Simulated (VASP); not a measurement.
# LuTlAu4 (F-43m) in VASP: further runs, part 2 of 2

VASP 6.6.1.

## Step 4: Single point, PBE

This run uses another cell than the first one, of 43.75 Å³/atom.

INCAR reads:

```
PREC     = Accurate       # precision mode
ENCUT    = 520            # plane-wave cutoff, eV
EDIFF    = 1E-6           # SCF threshold, eV
ISMEAR   = 0              # smearing method
SIGMA    = 0.02           # smearing width, eV
LREAL    = F              # projectors in reciprocal space
LASPH    = T              # aspherical terms in the spheres
NELM     = 80             # most SCF steps
ALGO     = Normal         # electronic algorithm
ISIF     = 2              # what is computed and relaxed
LWAVE    = F              # write WAVECAR
LCHARG   = F              # write CHGCAR
GGA      = PE             # functional
NBANDS   = 50             # bands
```

KPOINTS reads:

```
Automatic mesh
0
Gamma
  6 6 6
```

POSCAR reads:

```
LuTlAu4
1.0
    0.0000000000      5.0819165202      5.0819165202
    5.0819165202      0.0000000000      5.0819165202
    5.0819165202      5.0819165202      0.0000000000
Lu Tl Au
1 1 4
Direct
    0.7500000000      0.7500000000      0.7500000000
    0.2500000000      0.2500000000      0.2500000000
    0.9022475394      0.2932573818      0.9022475394
    0.9022475394      0.9022475394      0.9022475394
    0.2932573818      0.9022475394      0.9022475394
    0.9022475394      0.9022475394      0.2932573818
```

Potentials or basis: VASP PAW PBE potentials, release 64 (Lu, Tl_d, Au).

Launch:

```console
cat potpaw_PBE.64/Lu/POTCAR potpaw_PBE.64/Tl_d/POTCAR potpaw_PBE.64/Au/POTCAR > POTCAR
mpirun -np 1 vasp_std > vasp.out
```

OUTCAR:

```text
PREC = Accurate
   ENCUT = 520
   EDIFF = 1E-6
   ISMEAR = 0
   LREAL = F
   LASPH = T
   NELM = 80
   ISIF = 2
   GGA = PE

 ion  position               nearest neighbor table
   1  0.750  0.750  0.750-   3 2.68   5 2.68   6 2.68   4 2.68
   2  0.250  0.250  0.250-
   3  0.902  0.293  0.902-   1 2.68   4 2.81   5 2.81   6 2.81
   4  0.902  0.902  0.902-   1 2.68   3 2.81   5 2.81   6 2.81
   5  0.293  0.902  0.902-   1 2.68   3 2.81   4 2.81   6 2.81
   6  0.902  0.902  0.293-   1 2.68   3 2.81   4 2.81   5 2.81

  LATTYP: Found a face centered cubic cell.
 ALAT       =    10.1638330404

  Lattice vectors:

 A1 = (   0.0000000000,   5.0819165202,   5.0819165202)
 A2 = (   5.0819165202,   0.0000000000,   5.0819165202)
 A3 = (   5.0819165202,   5.0819165202,   0.0000000000)

Analysis of symmetry for initial positions (statically):
=====================================================================
 Subroutine PRICEL returns:
 Original cell was already a primitive cell.

 Routine SETGRP: Setting up the symmetry group for a
 face centered cubic supercell.

 Subroutine GETGRP returns: Found 24 space group operations
 (whereof 24 operations were pure point group operations)
 out of a pool of 48 trial point group operations.

The static configuration has the point symmetry T_d .

Analysis of symmetry for dynamics (positions and initial velocities):
=====================================================================
 Subroutine PRICEL returns:
 Original cell was already a primitive cell.

 Routine SETGRP: Setting up the symmetry group for a
 face centered cubic supercell.

 Subroutine GETGRP returns: Found 24 space group operations
 (whereof 24 operations were pure point group operations)
 out of a pool of 48 trial point group operations.

The dynamic configuration has the point symmetry T_d .

 Subroutine INISYM returns: Found 24 space group operations
 (whereof 24 operations are pure point group operations),
 and found     1 'primitive' translations

----------------------------------------------------------------------------------------

                                     Primitive cell

  volume of cell :     262.4899

  direct lattice vectors                    reciprocal lattice vectors
     0.000000000  5.081916520  5.081916520    -0.098388078  0.098388078  0.098388078
     5.081916520  0.000000000  5.081916520     0.098388078 -0.098388078  0.098388078
     5.081916520  5.081916520  0.000000000     0.098388078  0.098388078 -0.098388078

  length of vectors
     7.186915266  7.186915266  7.186915266     0.170413150  0.170413150  0.170413150

  position of ions in fractional coordinates (direct lattice)
     0.750000000  0.750000000  0.750000000
     0.250000000  0.250000000  0.250000000
     0.902247539  0.293257382  0.902247539
     0.902247539  0.902247539  0.902247539
     0.293257382  0.902247539  0.902247539
     0.902247539  0.902247539  0.293257382

  ion indices of the primitive-cell ions
   primitive index   ion index
                 1           1
                 2           2
                 3           3
                 4           4
                 5           5
                 6           6

[... 30 lines left out ...]
  0.333333  0.000000  0.000000      8.000000
  0.500000  0.000000  0.000000      4.000000
  0.166667  0.166667  0.000000      6.000000
  0.333333  0.166667  0.000000     24.000000
[... 8 lines left out ...]
 -0.333333  0.333333  0.166667     24.000000
 -0.333333  0.500000  0.166667     12.000000
   k-points           NKPTS =     16   k-points in BZ     NKDIM =     16   number of bands    NBANDS=     50
   number of dos      NEDOS =    301   number of ions     NIONS =      6
   total plane-waves  NPLWV = 157464
   dimension x,y,z NGX =    54 NGY =   54 NGZ =   54
   dimension x,y,z NGXF=   108 NGYF=  108 NGZF=  108
   ions per type =               1   1   4
   NGX,Y,Z   is equivalent  to a cutoff of  12.49, 12.49, 12.49 a.u.
   NGXF,Y,Z  is equivalent  to a cutoff of  24.98, 24.98, 24.98 a.u.
 SYSTEM =  unknown system
   PREC   = accura    normal or accurate (medium, high low for compatibility)
   ISTART =      0    job   : 0-new  1-cont  2-samecut
   ICHARG =      2    charge: 1-file 2-atom 10-const
   ISPIN  =      1    spin polarized calculation?
   LNONCOLLINEAR =      F non collinear calculations
   LSORBIT =      F    spin-orbit coupling
   LASPH  =      T    aspherical Exc in radial PAW
   ENCUT  =  520.0 eV  38.22 Ry    6.18 a.u.  13.36 13.36 13.36*2*pi/ulx,y,z
   NELM   =     80;   NELMIN=  2; NELMDL= -5     # of ELM steps
   EDIFF  = 0.1E-05   stopping-criterion for ELM
   LREAL  =      F    real-space projection
   EDIFFG = 0.1E-04   stopping-criterion for IOM
   NSW    =      0    number of steps for IOM
   IBRION =     -1    ionic relax: 0-MD 1-quasi-New 2-CG
   NFREE  =      0    steps in history (QN), initial steepest desc. (CG)
   ISIF   =      2    stress and relaxation
   ISYM   =      2    0-nonsym 1-usesym 2-fastsym
   POTIM  = 0.5000    time-step for ionic-motion
   TEBEG  =    0.0;   TEEND  =   0.0 temperature during run
   PSTRESS=    0.0 pullay stress
   NELECT =      82.0000    total number of electrons
   NUPDOWN=      -1.0000    fix difference up-down
   EMIN   =  10.00;   EMAX   =-10.00  energy-range for DOS
   EFERMI =   0.00;   METHOD = LEGACY
   ISMEAR =     0;   SIGMA  =   0.02  broadening in eV -4-tet -1-fermi 0-gaus
   EFERMI_NEDOS =   21; number of points for ismear=-14 and -15
   IALGO  =     38    algorithm
   IMIX   =      4    mixing-type and parameters
     AMIX     =   0.40;   BMIX     =  1.00
     AMIX_MAG =   1.60;   BMIX_MAG =  1.00
  volume/ion in A,a.u.               =      43.75       295.23
  Fermi-wavevector in a.u.,A,eV,Ry     =   1.110815  2.099137 16.788379  1.233911
  Thomas-Fermi vector in A             =   2.247371
   LORBIT       =      0    0 simple, 1 ext, 2 COOP (PROOUT), +10 PAW based schemes
   GGA     = PE    functional components
   LHFCALC =     F    Hartree Fock is set to
   AEXX    =    0.0000 exact exchange contribution
   IVDW    =     0    specifies the selected vdW correction
   LEPSILON=     F    determine dielectric tensor
   LRPA    =     F    only Hartree local field effects (RPA)
 non-spin polarized calculation
 Gauss-broadening in eV      SIGMA  =   0.02
  energy-cutoff  :      520.00
  volume of cell :      262.49
 maximum number of plane-waves:      7120
 NGX is ok and might be reduce to    54
   NGX = 27   NGY = 27   NGZ = 27

 number of electron      81.9999999 magnetization

 Free energy of the ion-electron system (eV)
  ---------------------------------------------------
  ext. energy  EPLUGINS =         0.00000000
  ---------------------------------------------------
  free energy    TOTEN  =       -18.36838849 eV

  energy without entropy =      -18.36838849  energy(sigma->0) =      -18.36838849

 E-fermi :   0.5406     XC(G=0):  -7.3983

 val. band max:        0.3684508503   @ k =   0.0000   0.0000   0.0000
 cond. band min:       0.7026988227   @ k =   0.0000   0.0000   0.0000
 fundamental gap:      0.3342479724
 Fermi energy:         0.5406086856

 k-point     1 :       0.0000    0.0000    0.0000
  band No.  band energies     occupation
      1     -55.2868      2.00000
      2     -25.9875      2.00000
      3     -25.9875      2.00000
      4     -25.9875      2.00000
      5     -10.7411      2.00000
      6     -10.7411      2.00000
[... 837 lines left out ...]
     49       4.7819      0.00000
     50       4.9760      0.00000

------------------------ aborting loop because EDIFF is reached ----------------------------------------

  FORCE on cell =-STRESS in cart. coord.  units (eV):
  Direction    XX          YY          ZZ          XY          YZ          ZX
  --------------------------------------------------------------------------------------
  -------------------------------------------------------------------------------------
  Total        0.0498527      0.0498527      0.0498527      0.0000000     -0.0000000      0.0000000
  in kB        0.3042893      0.3042893      0.3042893      0.0000000     -0.0000000      0.0000000
  external PRESSURE =       0.3042893 kB  Pullay stress =       0.0000000 kB

 VOLUME and BASIS-vectors are now :
 -----------------------------------------------------------------------------
  energy-cutoff  :      520.00
  volume of cell :      262.49
      direct lattice vectors                 reciprocal lattice vectors
     0.000000000  5.081916520  5.081916520    -0.098388078  0.098388078  0.098388078
     5.081916520  0.000000000  5.081916520     0.098388078 -0.098388078  0.098388078
     5.081916520  5.081916520  0.000000000     0.098388078  0.098388078 -0.098388078

 POSITION                                       TOTAL-FORCE (eV/Angst)
 -----------------------------------------------------------------------------------
      7.62287      7.62287      7.62287        -0.000000     -0.000000     -0.000000
      2.54096      2.54096      2.54096        -0.000000     -0.000000     -0.000000
      6.07546      9.17029      6.07546        -0.013490      0.013490     -0.013490
      9.17029      9.17029      9.17029         0.013490      0.013490      0.013490
      9.17029      6.07546      6.07546         0.013490     -0.013490     -0.013490
      6.07546      6.07546      9.17029        -0.013490     -0.013490      0.013490
 -----------------------------------------------------------------------------------
    total drift:                               -0.000000     -0.000000     -0.000000

  FREE ENERGIE OF THE ION-ELECTRON SYSTEM (eV)
  ---------------------------------------------------
  free  energy   TOTEN  =       -18.3683884877 eV

  energy  without entropy=      -18.3683884877  energy(sigma->0) =      -18.36838849
```

It took 4.8 min on 1 thread of Intel Xeon 6975P-C (Granite Rapids), shared host; peak memory 0.48 GiB.

What came out:

```
Free energy            : -18.3684 eV
Pressure               : 0.0 GPa
Largest force          : 0.023 eV/Å
Band gap on the k mesh : 0.33 eV
```

Forces on the atoms (eV/Å):
```
Lu   0.000  0.000  0.000
Tl   0.000  0.000  0.000
Au  -0.013  0.013 -0.013
Au   0.013  0.013  0.013
Au   0.013 -0.013 -0.013
Au  -0.013 -0.013  0.013
```

Caveat: spin-orbit coupling is left out, which moves the levels of the heavy elements.

## Step 5: Overview

| cell | k mesh | smearing | gap on the mesh (eV) | pressure (GPa) | largest force (eV/Å) |
| --- | --- | --- | --- | --- | --- |
| a = 5.754 Å, angles 60.0°, 6 atoms, atomic positions A | 4 × 4 × 4 | gaussian 0.1 eV | 0.37 | 148.2 | 56.83 |
| a = 7.220 Å, angles 60.0°, 6 atoms, atomic positions B | 4 × 4 × 4 | gaussian 0.1 eV | 0.32 | -0.3 | 0.04 |
| a = 7.187 Å, angles 60.0°, 6 atoms, atomic positions B | 6 × 6 × 6 | gaussian 0.02 eV | 0.33 | 0.0 | 0.02 |

Alike in all rows: task single point; level PBE; potentials or basis VASP PAW PBE potentials, release 64 (Lu, Tl_d, Au); no spin polarisation; cutoff (eV) 520.

Caveats: spin-orbit coupling is left out, which moves the levels of the heavy elements; the cell stands under pressure (at least some runs); forces of over 1 eV/Å act on the atoms, so gaps and moduli don't describe the material at rest (at least some runs).

Absolute energies hang on the potentials; compare differences alone.
